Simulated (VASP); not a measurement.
Input of a VASP 6.6.1 run:

The input INCAR:

```
PREC     = Accurate       # precision mode
ENCUT    = 520            # plane-wave cutoff, eV
EDIFF    = 1E-6           # SCF threshold, eV
ISMEAR   = 0              # smearing method
SIGMA    = 0.1            # smearing width, eV
LREAL    = F              # projectors in reciprocal space
LASPH    = T              # aspherical terms in the spheres
NELM     = 150            # most SCF steps
ALGO     = Normal         # electronic algorithm
ISIF     = 2              # what is computed and relaxed
LWAVE    = F              # write WAVECAR
LCHARG   = F              # write CHGCAR
ISPIN    = 2              # spin polarisation
MAGMOM   = 0 0 0 0 0 0 0 0 0 0 0 0 1 0 # initial moments
LORBIT   = 11             # projections on sites
LDIPOL   = T            
IDIPOL   = 3            
DIPOL    = 0.5 0.5 0.302
GGA      = PE             # functional
NBANDS   = 40             # bands
KPAR     = 4
```

File KPOINTS:

```
Automatic mesh
0
Gamma
  5 5 1
```

File POSCAR:

```
Li12NO
1.0
    5.9451735978      0.0000000000      0.0000000000
   -1.9817245326      5.6051634218      0.0000000000
    0.0000000000      0.0000000000     22.6831262891
Li N O
12 1 1
Direct
    0.2500000000      0.2500000000      0.1763425354
    0.2500000000      0.7500000000      0.1763425354
    0.7500000000      0.2500000000      0.1763425354
    0.7500000000      0.7500000000      0.1763425354
    0.0000000000      0.0000000000      0.2794233694
    0.0000000000      0.5000000000      0.2794233694
    0.5000000000      0.0000000000      0.2794233694
    0.5000000000      0.5000000000      0.2794233694
    0.2500000000      0.2500000000      0.3828011262
    0.2500000000      0.7500000000      0.3828011262
    0.7500000000      0.2500000000      0.3828011262
    0.7500000000      0.7500000000      0.3828011262
    0.9166666667      0.5833333333      0.4304136107
    1.0826986962      0.7493653629      0.4438776487
```

Potentials or basis: VASP PAW PBE potentials, release 64 (Li_sv, N, O).

Run with:

```sh
$ cat potpaw_PBE.64/Li_sv/POTCAR potpaw_PBE.64/N/POTCAR potpaw_PBE.64/O/POTCAR > POTCAR
$ mpirun -np 4 vasp_std > vasp.out
```

Question: Estimate the largest force.

Answer: 8.081 eV/Å.

Question: What does it give for the net moment?

Answer: 1.29 μB per cell.

Forces in eV/Å, atoms in the order of the input:
```
Li  -0.002 -0.010 -0.014
Li  -0.023  0.001  0.003
Li   0.008  0.016 -0.011
Li   0.019 -0.005 -0.007
Li  -0.030  0.039 -0.099
Li   0.006 -0.012 -0.031
Li   0.038 -0.024  0.078
Li  -0.030 -0.004 -0.025
Li  -0.092 -0.029  0.029
Li   0.569 -0.098 -1.035
Li   0.020  0.755  0.327
Li  -0.032  0.020 -0.067
N   -3.627 -6.777 -2.493
O    3.178  6.127  3.346
```

Caveat: the standard files for N, O and F lose accuracy on very short bonds.
